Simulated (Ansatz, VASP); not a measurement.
## Pt2Se in VASP and in Ansatz

```
Pt Se
1.0
     3.81118    0.00000    0.00000
     0.00000    3.81118    0.00000
     0.00000    0.00000    7.25706
Pt Se
4 2
Direct
  0.00000 0.00000 0.00000
  0.50000 0.50000 0.00000
  0.50000 0.00000 0.71442
  0.00000 0.50000 0.28558
  0.50000 0.00000 0.36744
  0.00000 0.50000 0.63256
```

Alike in both runs: functional PBE; k mesh 10 × 10 × 6; occupations gaussian, width 0.1 eV; no spin polarisation.

Ansatz relaxed the structure, and its values are those at the end. VASP's run is a single point on that final structure, the one shown.

|  | VASP | Ansatz |
| --- | --- | --- |
| version | VASP 6.6.1 | Ansatz 0.2.0 |
| potentials or method | VASP PAW PBE potentials, release 64 (Pt, Se), cutoff 520 eV | scalar-relativistic, plane waves, PAW |
| valence electrons in the cell | 52 | 104 |

```tsv
	VASP	Ansatz	Ansatz less VASP
gap on the k mesh at the Fermi level (eV)	none	none	-
pressure (GPa)	-0.2	0.0	+0.22
rms of the force components (eV/Å)	0.007	0.000	-0.0070
```

A gap of «none» marks a metal or a gap that the smearing closes. VASP's potentials hold 52 valence electrons a cell and Ansatz's 104, so a difference there can come from the potentials and not from the codes.

Spin-orbit coupling is off throughout.
